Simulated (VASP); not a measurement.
# W16F (a cell with a defect) in VASP: further runs, part 2 of 2

VASP 6.6.1.

## Step 3: Single point, LDA

INCAR

```
SYSTEM = W16F
ALGO = Normal ; EDIFF = 1E-6
ENCUT = 520 ; GGA = CA
ISIF = 2 ; ISMEAR = 0
LASPH = .TRUE. ; LCHARG = .TRUE.
LELF = .TRUE. ; LREAL = Auto
LVHAR = .TRUE. ; LWAVE = .FALSE.
NBANDS = 130 ; NELM = 80
PREC = Accurate ; SIGMA = 0.05
```

KPOINTS

```
k-points
0
G
  3 3 3
  0 0 0
```

POSCAR

```
W16F
1.0
    6.3200000000      0.0000000000      0.0000000000
    0.0000000000      6.3200000000      0.0000000000
    0.0000000000      0.0000000000      6.3200000000
W F
16 1
Direct
   -0.0334253165     -0.0110401899      0.0166697785
    0.5332060127     -0.0110726266      0.0166922468
   -0.0000694620      0.4970860759      0.0008314873
    0.0001985759     -0.0023666139      0.4996292722
    0.2498553797      0.2511455696      0.2568074367
    0.4997835443      0.4970876582      0.0008316456
    0.4995153481     -0.0023662975      0.4996238924
    0.7498637658      0.2506058544      0.2515833861
   -0.0055493671      0.5036658228      0.4947357595
    0.2498601266      0.7472050633      0.2523210443
    0.2498590190      0.2903878165      0.7145941456
    0.5052628165      0.5036740506      0.4947327532
    0.7498767405      0.7415889241      0.2558224684
    0.7498492089      0.2518873418      0.7461409810
    0.2498569620      0.7412408228      0.7464658228
    0.7498617089      0.7470525316      0.7488012658
    0.2498800633      0.0450000000     -0.0928841772
```

Potentials or basis: VASP PAW LDA potentials, release 64 (W_sv, F).

Command:

```bash
$ cat potpaw_LDA.64/W_sv/POTCAR potpaw_LDA.64/F/POTCAR > POTCAR
$ mpirun -np 1 vasp_std > vasp.out
```

OUTCAR:

```text
SYSTEM = W16F
   EDIFF = 1E-6
   ENCUT = 520
   GGA = CA
   ISIF = 2
   ISMEAR = 0
   LASPH = .TRUE.
   LREAL = Auto
   NELM = 80
   PREC = Accurate

 ion  position               nearest neighbor table
   1  0.967  0.989  0.017-  17 1.95  13 2.57   8 2.61  16 2.66   2 2.74  14 2.75  10 2.79   5 2.87
                            15 2.93   4 3.06   3 3.12   3 3.22  11 3.24   4 3.28
   2  0.533  0.989  0.017-  17 1.95  13 2.57   8 2.61  16 2.66   1 2.74  14 2.75  10 2.79   5 2.87
                            15 2.93   7 3.06   6 3.12   6 3.22  11 3.24   7 3.28
   3  1.000  0.497  0.001-   8 2.73  15 2.73  11 2.73  13 2.74  14 2.74  10 2.74   5 2.74  16 2.74
                             1 3.12   9 3.12   6 3.16   6 3.16   9 3.20   1 3.22
   4  0.000  0.998  0.500-   5 2.72  10 2.73  16 2.74  13 2.74  14 2.74   8 2.74  15 2.75  11 2.79
                             1 3.06   9 3.12   7 3.16   7 3.16   9 3.20   1 3.28
   5  0.250  0.251  0.257-  17 2.57   7 2.72   4 2.72   9 2.72  12 2.72   3 2.74   6 2.74   1 2.87
                             2 2.87  11 2.90  10 3.14   8 3.16   8 3.16  10 3.19  11 3.44
   6  0.500  0.497  0.001-   8 2.73  15 2.73  11 2.73  13 2.74  14 2.74  10 2.74   5 2.74  16 2.74
                             2 3.12  12 3.12   3 3.16   3 3.16  12 3.20   2 3.22
   7  0.500  0.998  0.500-   5 2.72  10 2.73  16 2.74  13 2.74  14 2.74   8 2.74  15 2.75  11 2.79
                             2 3.06  12 3.12   4 3.16   4 3.16  12 3.20   2 3.28
   8  0.750  0.251  0.252-   2 2.61   1 2.61   9 2.70  12 2.70   3 2.73   6 2.73   4 2.74   7 2.74
[... 2050 lines left out ...]

  FORCE on cell =-STRESS in cart. coord.  units (eV):
  Direction    XX          YY          ZZ          XY          YZ          ZX
  --------------------------------------------------------------------------------------
  -------------------------------------------------------------------------------------
  Total       16.7049019      8.1194189     13.1474755      0.0003005     -5.3856743     -0.0013693
  in kB      106.0237781     51.5328658     83.4452691      0.0019075    -34.1821547     -0.0086910
  external PRESSURE =      80.3339710 kB  Pullay stress =       0.0000000 kB

 VOLUME and BASIS-vectors are now :
 -----------------------------------------------------------------------------
  energy-cutoff  :      520.00
  volume of cell :      252.44
      direct lattice vectors                 reciprocal lattice vectors
     6.320000000  0.000000000  0.000000000     0.158227848  0.000000000  0.000000000
     0.000000000  6.320000000  0.000000000     0.000000000  0.158227848  0.000000000
     0.000000000  0.000000000  6.320000000     0.000000000  0.000000000  0.158227848

 POSITION                                       TOTAL-FORCE (eV/Angst)
 -----------------------------------------------------------------------------------
      6.10875      6.25023      0.10535        -0.160431      0.171223      0.229636
      3.36986      6.25002      0.10549         0.153951      0.173297      0.227175
      6.31956      3.14158      0.00525        -0.017734      0.020869      0.043685
      0.00125      6.30504      3.15766        -0.007505      0.032774     -0.011059
      1.57909      1.58724      1.62302         0.000447      0.017169     -0.003727
      3.15863      3.14159      0.00526         0.018535      0.020404      0.043889
[... 9 lines left out ...]
      4.73913      4.72137      4.73242         0.000922      0.020958      0.041272
      1.57924      0.28440      5.73297         0.003724     -0.952078     -0.921860
 -----------------------------------------------------------------------------------
    total drift:                                0.000623      0.005139     -0.001201

  FREE ENERGIE OF THE ION-ELECTRON SYSTEM (eV)
  ---------------------------------------------------
  free  energy   TOTEN  =      -225.1108505409 eV

  energy  without entropy=     -225.0940656436  energy(sigma->0) =     -225.10245809
```

OSZICAR:

```text
N       E                     dE             d eps       ncg     rms          rms(c)
DAV:   1     0.361363596009E+04    0.36136E+04   -0.12967E+05  3640   0.211E+03
DAV:   2     0.970938383404E+02   -0.35165E+04   -0.34582E+04  3640   0.720E+02
DAV:   3    -0.214814497261E+03   -0.31191E+03   -0.29696E+03  4132   0.184E+02
DAV:   4    -0.235407347011E+03   -0.20593E+02   -0.19898E+02  4368   0.370E+01
DAV:   5    -0.236175063977E+03   -0.76772E+00   -0.75354E+00  4344   0.653E+00    0.905E+01
DAV:   6    -0.227478807185E+03    0.86963E+01   -0.17829E+01  4312   0.191E+01    0.378E+01
DAV:   7    -0.226158165151E+03    0.13206E+01   -0.17521E+01  4496   0.200E+01    0.676E+00
DAV:   8    -0.225133039543E+03    0.10251E+01   -0.63229E+00  4496   0.114E+01    0.233E+00
DAV:   9    -0.225128020070E+03    0.50195E-02   -0.46839E-01  4416   0.289E+00    0.133E+00
DAV:  10    -0.225113205304E+03    0.14815E-01   -0.73960E-02  4616   0.166E+00    0.417E-01
DAV:  11    -0.225111240842E+03    0.19645E-02   -0.17466E-02  4568   0.780E-01    0.182E-01
DAV:  12    -0.225110934970E+03    0.30587E-03   -0.36490E-03  4528   0.357E-01    0.109E-01
DAV:  13    -0.225110855414E+03    0.79556E-04   -0.78624E-04  4512   0.166E-01    0.839E-02
DAV:  14    -0.225110851163E+03    0.42503E-05   -0.93072E-05  4248   0.467E-02    0.518E-02
DAV:  15    -0.225110851172E+03   -0.83346E-08   -0.30426E-05  4408   0.310E-02    0.141E-02
DAV:  16    -0.225110850541E+03    0.63075E-06   -0.92590E-06  3640   0.177E-02
   1 F= -.22511085E+03 E0= -.22510246E+03  d E =-.167849E-01
```

It took 7.3 min on 1 thread of AMD EPYC 9R45 (Zen 5), shared host; peak memory 0.42 GiB.

Results:

| Quantity | Value |
| --- | --- |
| Free energy | -225.1109 eV |
| Pressure | 8.0 GPa |
| Largest force | 1.325 eV/Å |
| Band gap on the k mesh | zero (an odd number of electrons rules out a gap without spin polarisation) |

Forces on the atoms (eV/Å):
```
W   -0.160  0.171  0.230
W    0.154  0.173  0.227
W   -0.018  0.021  0.044
W   -0.008  0.033 -0.011
W    0.000  0.017 -0.004
W    0.019  0.020  0.044
W    0.008  0.033 -0.011
W    0.000  0.074  0.060
W    0.012  0.045  0.025
W    0.000  0.058  0.051
W    0.000  0.214  0.163
W   -0.011  0.044  0.026
W    0.000  0.014  0.012
W    0.001  0.013  0.040
W    0.000 -0.001 -0.015
W    0.001  0.021  0.041
F    0.004 -0.952 -0.922
```

Levels at points of the mesh, in eV from the Fermi level:
| k point | band 111 | band 112 | band 113 | band 114 | band 115 | band 116 | band 117 | band 118 | band 119 | band 120 |
| --- | --- | --- | --- | --- | --- | --- | --- | --- | --- | --- |
| (0.00, 0.00, 0.00) | -0.58 | -0.55 | -0.35 | -0.10 | -0.07 | 0.24 | 0.59 | 0.65 | 0.79 | 0.82 |

Caveat: spin-orbit coupling is left out, which moves the levels of the heavy elements.

## Step 4: Single point, LDA

INCAR

```
PREC     = Accurate       # precision mode
ENCUT    = 520            # plane-wave cutoff, eV
EDIFF    = 1E-6           # SCF threshold, eV
ISMEAR   = 0              # smearing method
SIGMA    = 0.05           # smearing width, eV
LREAL    = Auto         
LASPH    = T              # aspherical terms in the spheres
NELM     = 80             # most SCF steps
ALGO     = Normal         # electronic algorithm
ISIF     = 2              # what is computed and relaxed
LWAVE    = F              # write WAVECAR
LCHARG   = F              # write CHGCAR
GGA      = CA             # functional
NBANDS   = 130            # bands
```

KPOINTS

```
regular mesh
0
Gamma
  3 3 3
```

POSCAR

```
W16F
1.0
    6.3200000000      0.0000000000      0.0000000000
    0.0000000000      6.3200000000      0.0000000000
    0.0000000000      0.0000000000      6.3200000000
W F
16 1
Direct
   -0.0309526899     -0.0060939873      0.0192126582
    0.5307208861     -0.0061231013      0.0193042722
   -0.0008794304      0.4979800633      0.0010547468
   -0.0005360759     -0.0016626582      0.4979534810
    0.2497995253      0.2501658228      0.2549768987
    0.5004685127      0.4979824367      0.0010655063
    0.5001297468     -0.0016648734      0.4979275316
    0.7497957278      0.2522960443      0.2526079114
   -0.0052920886      0.5026395570      0.4950063291
    0.2497990506      0.7479250000      0.2524700949
    0.2497939873      0.2889221519      0.7204071203
    0.5048822785      0.5026412975      0.4950014241
    0.7498072785      0.7429346519      0.2549893987
    0.7497903481      0.2507783228      0.7466651899
    0.2497947785      0.7339077532      0.7405216772
    0.7497979430      0.7472140823      0.7487794304
    0.2497702532      0.0226938291     -0.1145693038
```

Potentials or basis: VASP PAW LDA potentials, release 64 (W_sv, F).

Command:

```bash
$ cat potpaw_LDA.64/W_sv/POTCAR potpaw_LDA.64/F/POTCAR > POTCAR
$ mpirun -np 1 vasp_std > vasp.out
```

OUTCAR:

```text
PREC = Accurate
   ENCUT = 520
   EDIFF = 1E-6
   ISMEAR = 0
   LREAL = Auto
   LASPH = T
   NELM = 80
   ISIF = 2
   GGA = CA

 ion  position               nearest neighbor table
   1  0.969  0.994  0.019-  17 1.97  13 2.58   8 2.60  16 2.70  14 2.74   2 2.77  10 2.78   5 2.83
                            15 2.99   4 3.03   3 3.14  11 3.19   3 3.19   4 3.30
   2  0.531  0.994  0.019-  17 1.98  13 2.58   8 2.60  16 2.70  14 2.74   1 2.77  10 2.78   5 2.83
                            15 2.99   7 3.03   6 3.14  11 3.19   6 3.19   7 3.30
   3  0.999  0.498  0.001-  11 2.72   8 2.72  15 2.73  13 2.73  16 2.74  14 2.74  10 2.74   5 2.75
                             9 3.12   1 3.14   6 3.15   6 3.17   1 3.19   9 3.20
   4  0.999  0.998  0.498-   5 2.72  10 2.72  13 2.73   8 2.73  14 2.74  16 2.74  15 2.77  11 2.80
                             1 3.03   9 3.13   7 3.16   7 3.16   9 3.19   1 3.30
   5  0.250  0.250  0.255-   7 2.72   4 2.72  12 2.73   9 2.73   6 2.75   3 2.75   1 2.83   2 2.83
                            11 2.95  10 3.15   8 3.16   8 3.16  10 3.17  11 3.39
   6  0.500  0.498  0.001-  11 2.72   8 2.72  15 2.73  13 2.73  16 2.74  14 2.74  10 2.74   5 2.75
                            12 3.12   2 3.14   3 3.15   3 3.17   2 3.19  12 3.20
   7  0.500  0.998  0.498-   5 2.72  10 2.72  13 2.73   8 2.73  14 2.74  16 2.74  15 2.77  11 2.80
                             2 3.03  12 3.13   4 3.16   4 3.16  12 3.19   2 3.30
   8  0.750  0.252  0.253-   2 2.60   1 2.60  12 2.69   9 2.69   6 2.72   3 2.72   7 2.73   4 2.73
                            13 3.10  14 3.12   5 3.16   5 3.16  14 3.20  13 3.22
   9  0.995  0.503  0.495-  11 2.54  13 2.65  15 2.67   8 2.69  10 2.71  16 2.71   5 2.73  14 2.73
                            12 3.10   3 3.12   4 3.13   4 3.19   3 3.20  12 3.22
  10  0.250  0.748  0.252-  12 2.71   9 2.71   7 2.72   4 2.72   6 2.74   3 2.74   1 2.78   2 2.78
                            15 3.09   5 3.15  13 3.16  13 3.16   5 3.17  15 3.24
  11  0.250  0.289  0.720-  17 1.98   9 2.54  12 2.54   3 2.72   6 2.72   4 2.80   7 2.80  15 2.82
                             5 2.95  14 3.17  14 3.17   1 3.19   2 3.19   5 3.39
  12  0.505  0.503  0.495-  11 2.54  13 2.65  15 2.67   8 2.69  10 2.71  16 2.71   5 2.73  14 2.73
                             9 3.10   6 3.12   7 3.13   7 3.19   6 3.20   9 3.22
  13  0.750  0.743  0.255-   2 2.58   1 2.58   9 2.65  12 2.65   7 2.73   4 2.73   3 2.73   6 2.73
                             8 3.10  16 3.12  10 3.16  10 3.16  16 3.20   8 3.22
  14  0.750  0.251  0.747-  12 2.73   9 2.73   4 2.74   7 2.74   3 2.74   6 2.74   2 2.74   1 2.74
                             8 3.12  16 3.14  11 3.17  11 3.17  16 3.18   8 3.20
  15  0.250  0.734  0.741-  17 2.04   9 2.67  12 2.67   3 2.73   6 2.73   4 2.77   7 2.77  11 2.82
                             1 2.99   2 2.99  10 3.09  16 3.16  16 3.16  10 3.24
  16  0.750  0.747  0.749-   2 2.70   1 2.70   9 2.71  12 2.71   3 2.74   6 2.74   4 2.74   7 2.74
                            13 3.12  14 3.14  15 3.16  15 3.16  14 3.18  13 3.20
  17  0.250  0.023  0.885-   1 1.97   2 1.98  11 1.98  15 2.04

  LATTYP: Found a simple cubic cell.
 ALAT       =     6.3200000000

  Lattice vectors:

 A1 = (   6.3200000000,   0.0000000000,   0.0000000000)
 A2 = (   0.0000000000,   6.3200000000,   0.0000000000)
 A3 = (   0.0000000000,   0.0000000000,   6.3200000000)

Analysis of symmetry for initial positions (statically):
=====================================================================
 Subroutine PRICEL returns:
 Original cell was already a primitive cell.

 Routine SETGRP: Setting up the symmetry group for a
 simple cubic supercell.

 Subroutine GETGRP returns: Found  1 space group operations
 (whereof  1 operations were pure point group operations)
 out of a pool of 48 trial point group operations.

The static configuration has the point symmetry C_1 .

Analysis of symmetry for dynamics (positions and initial velocities):
=====================================================================
 Subroutine PRICEL returns:
 Original cell was already a primitive cell.

 Routine SETGRP: Setting up the symmetry group for a
 simple cubic supercell.
[... 116 lines left out ...]
   ISTART =      0    job   : 0-new  1-cont  2-samecut
   ICHARG =      2    charge: 1-file 2-atom 10-const
   ISPIN  =      1    spin polarized calculation?
   LNONCOLLINEAR =      F non collinear calculations
   LSORBIT =      F    spin-orbit coupling
   LASPH  =      T    aspherical Exc in radial PAW
   ENCUT  =  520.0 eV  38.22 Ry    6.18 a.u.  11.75 11.75 11.75*2*pi/ulx,y,z
   NELM   =     80;   NELMIN=  2; NELMDL= -5     # of ELM steps
   EDIFF  = 0.1E-05   stopping-criterion for ELM
   LREAL  =      T    real-space projection
   EDIFFG = 0.1E-04   stopping-criterion for IOM
   NSW    =      0    number of steps for IOM
   IBRION =     -1    ionic relax: 0-MD 1-quasi-New 2-CG
   NFREE  =      0    steps in history (QN), initial steepest desc. (CG)
   ISIF   =      2    stress and relaxation
   ISYM   =      2    0-nonsym 1-usesym 2-fastsym
   POTIM  = 0.5000    time-step for ionic-motion
   TEBEG  =    0.0;   TEEND  =   0.0 temperature during run
   PSTRESS=    0.0 pullay stress
   NELECT =     231.0000    total number of electrons
   NUPDOWN=      -1.0000    fix difference up-down
   EMIN   =  10.00;   EMAX   =-10.00  energy-range for DOS
   EFERMI =   0.00;   METHOD = LEGACY
   ISMEAR =     0;   SIGMA  =   0.05  broadening in eV -4-tet -1-fermi 0-gaus
   EFERMI_NEDOS =   21; number of points for ismear=-14 and -15
   IALGO  =     38    algorithm
   IMIX   =      4    mixing-type and parameters
     AMIX     =   0.40;   BMIX     =  1.00
     AMIX_MAG =   1.60;   BMIX_MAG =  1.00
  volume/ion in A,a.u.               =      14.85       100.21
  Fermi-wavevector in a.u.,A,eV,Ry     =   1.589382  3.003497 34.370175  2.526137
  Thomas-Fermi vector in A             =   2.688240
   LORBIT       =      0    0 simple, 1 ext, 2 COOP (PROOUT), +10 PAW based schemes
   GGA     = CA    functional components
   LHFCALC =     F    Hartree Fock is set to
   AEXX    =    0.0000 exact exchange contribution
   IVDW    =     0    specifies the selected vdW correction
   LEPSILON=     F    determine dielectric tensor
   LRPA    =     F    only Hartree local field effects (RPA)
 non-spin polarized calculation
 Gauss-broadening in eV      SIGMA  =   0.05
  energy-cutoff  :      520.00
  volume of cell :      252.44
 maximum number of plane-waves:      6859
   NGX = 23   NGY = 23   NGZ = 23

 number of electron     230.9999989 magnetization

 Free energy of the ion-electron system (eV)
  ---------------------------------------------------
  ext. energy  EPLUGINS =         0.00000000
  ---------------------------------------------------
  free energy    TOTEN  =      -225.37033317 eV

  energy without entropy =     -225.36230872  energy(sigma->0) =     -225.36632094

 E-fermi :  11.7187     XC(G=0): -13.9702

 val. band max:       11.6727562754   @ k =   0.0000   0.0000   0.3333
 cond. band min:      11.7374297698   @ k =   0.0000  -0.3333   0.3333
 fundamental gap:      0.0646734944
 Fermi energy:        11.7186986947

 k-point     1 :       0.0000    0.0000    0.0000
  band No.  band energies     occupation
      1     -62.1109      2.00000
      2     -62.0636      2.00000
      3     -62.0143      2.00000
      4     -61.9899      2.00000
      5     -61.8927      2.00000
      6     -61.8546      2.00000
[... 1809 lines left out ...]
    126      13.4990      0.00000
    127      13.5954      0.00000
 [bands above 127 left out]

------------------------ aborting loop because EDIFF is reached ----------------------------------------

  FORCE on cell =-STRESS in cart. coord.  units (eV):
  Direction    XX          YY          ZZ          XY          YZ          ZX
  --------------------------------------------------------------------------------------
  -------------------------------------------------------------------------------------
  Total       13.0994695      9.5032413     14.3115412      0.0028669     -2.8116248     -0.0126945
  in kB       83.1405812     60.3158016     90.8334380      0.0181958    -17.8450067     -0.0805705
  external PRESSURE =      78.0966069 kB  Pullay stress =       0.0000000 kB

 VOLUME and BASIS-vectors are now :
 -----------------------------------------------------------------------------
  energy-cutoff  :      520.00
  volume of cell :      252.44
      direct lattice vectors                 reciprocal lattice vectors
     6.320000000  0.000000000  0.000000000     0.158227848  0.000000000  0.000000000
     0.000000000  6.320000000  0.000000000     0.000000000  0.158227848  0.000000000
     0.000000000  0.000000000  6.320000000     0.000000000  0.000000000  0.158227848

 POSITION                                       TOTAL-FORCE (eV/Angst)
 -----------------------------------------------------------------------------------
      6.12438      6.28149      0.12142        -0.095493      0.145224      0.161360
      3.35416      6.28130      0.12200         0.061653      0.149509      0.141909
      6.31444      3.14723      0.00667        -0.018236      0.053141      0.039572
      6.31661      6.30949      3.14707        -0.012064      0.041663     -0.004212
      1.57873      1.58105      1.61145        -0.000089      0.004861     -0.056274
      3.16296      3.14725      0.00673         0.019884      0.052860      0.038562
[... 9 lines left out ...]
      4.73872      4.72239      4.73229         0.001301      0.040154      0.015540
      1.57855      0.14342      5.59592         0.025348     -0.542203     -0.487437
 -----------------------------------------------------------------------------------
    total drift:                                0.000959      0.006442     -0.000113

  FREE ENERGIE OF THE ION-ELECTRON SYSTEM (eV)
  ---------------------------------------------------
  free  energy   TOTEN  =      -225.3703331680 eV

  energy  without entropy=     -225.3623087199  energy(sigma->0) =     -225.36632094
```

Wall time 7.4 min (1 thread of AMD EPYC 9R45 (Zen 5), shared host); peak memory 0.41 GiB.

What came out:

```
Free energy            : -225.3703 eV
Pressure               : 7.8 GPa
Largest force          : 0.730 eV/Å
Band gap on the k mesh : zero (an odd number of electrons rules out a gap without spin polarisation)
```

Forces on the atoms (eV/Å):
```
W   -0.095  0.145  0.161
W    0.062  0.150  0.142
W   -0.018  0.053  0.040
W   -0.012  0.042 -0.004
W    0.000  0.005 -0.056
W    0.020  0.053  0.039
W    0.012  0.042  0.001
W    0.003  0.093  0.067
W    0.007  0.007  0.023
W    0.000  0.053  0.016
W    0.000  0.067  0.143
W   -0.007  0.008  0.025
W    0.002  0.028  0.022
W    0.001  0.008  0.030
W   -0.001 -0.252 -0.177
W    0.001  0.040  0.016
F    0.025 -0.542 -0.487
```

Stress tensor (GPa, compression positive):
```
 8.31  0.00 -0.01
 0.00  6.03 -1.78
-0.01 -1.78  9.08
```

Levels at points of the mesh, in eV from the Fermi level:
| k point | band 111 | band 112 | band 113 | band 114 | band 115 | band 116 | band 117 | band 118 | band 119 | band 120 |
| --- | --- | --- | --- | --- | --- | --- | --- | --- | --- | --- |
| (0.00, 0.00, 0.00) | -0.56 | -0.55 | -0.43 | -0.07 | 0.03 | 0.18 | 0.58 | 0.69 | 0.81 | 0.87 |

Caveat: spin-orbit coupling is left out, which moves the levels of the heavy elements.

## Step 5: The runs side by side

```csv
cell,gap on the mesh (eV),pressure (GPa),largest force (eV/Å)
"as given, atomic positions A",none,8.1,1.33
"as given, atomic positions B",none,8.0,1.33
"as given, atomic positions C",none,7.8,0.73
```

Alike in all rows: task single point; level LDA; potentials or basis VASP PAW LDA potentials, release 64 (W_sv, F); no spin polarisation; k mesh 3 × 3 × 3; cutoff (eV) 520; smearing gaussian 0.05 eV.

Caveats: spin-orbit coupling is left out, which moves the levels of the heavy elements.

Total energies depend on the potentials used, so only differences within one code and one set of settings carry meaning.

The gap in the log of VASP goes by the Fermi energy; the results here count the filled bands.